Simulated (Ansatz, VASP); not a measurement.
**Two plane-wave programs on Cu**

File INCAR:

```
SYSTEM = Cu
ALGO = Normal ; EDIFF = 1E-6
ENCUT = 520 ; GGA = PE
ISIF = 2 ; ISMEAR = 0
LASPH = .True. ; LCHARG = .False.
LREAL = .False. ; LWAVE = .False.
NBANDS = 12 ; NELM = 100
PREC = Accurate ; SIGMA = 0.15
```

KPOINTS

```
k-points
0
Gamma
  24 24 24
  0 0 0
```

The input POSCAR:

```
Cu
1.0
   -0.7591024326      1.5182048651      1.5182048651
    1.5182048651     -0.7591024326      1.5182048651
    1.5182048651      1.5182048651     -0.7591024326
Cu
1
Direct
    0.0000000000      0.0000000000      0.0000000000
```

Input for Ansatz:

```yaml
crystal:
  lattice:
    - [-0.7591024326, 1.5182048651, 1.5182048651]
    - [1.5182048651, -0.7591024326, 1.5182048651]
    - [1.5182048651, 1.5182048651, -0.7591024326]
  atoms:
    - { symbol: Cu, position: [0.0, 0.0, 0.0] }
basis:
  ecutwfc: 420
kpoints:
  mp_grid: { grid: [24, 24, 24] }
hamiltonian:
  xc: pbe
scf:
  occupations: { method: gaussian, width: 0.15 }
output:
  forces: true
  stress: true
  eigenvalues: true
```

Alike in both runs: task single point; functional PBE; k mesh 24 × 24 × 24; occupations gaussian, width 0.15 eV; no spin polarisation.

```csv
,VASP,Ansatz
version,VASP 6.6.1,Ansatz 0.2.0
potentials or method,"VASP PAW PBE potentials, release 64 (Cu), cutoff 520 eV","scalar-relativistic, plane waves, PAW"
valence electrons in the cell,11,19
```

|  | VASP | Ansatz | Ansatz less VASP |
| --- | --- | --- | --- |
| gap on the k mesh at the Fermi level (eV) | none | none | - |
| pressure (GPa) | 26.1 | 25.6 | -0.56 |

A gap of «none» marks a metal or a gap that the smearing closes. The functional is the same, so the differences come from potentials, cutoffs and numerics. VASP's potentials hold 11 valence electrons a cell and Ansatz's 19, so a difference there can come from the potentials and not from the codes.
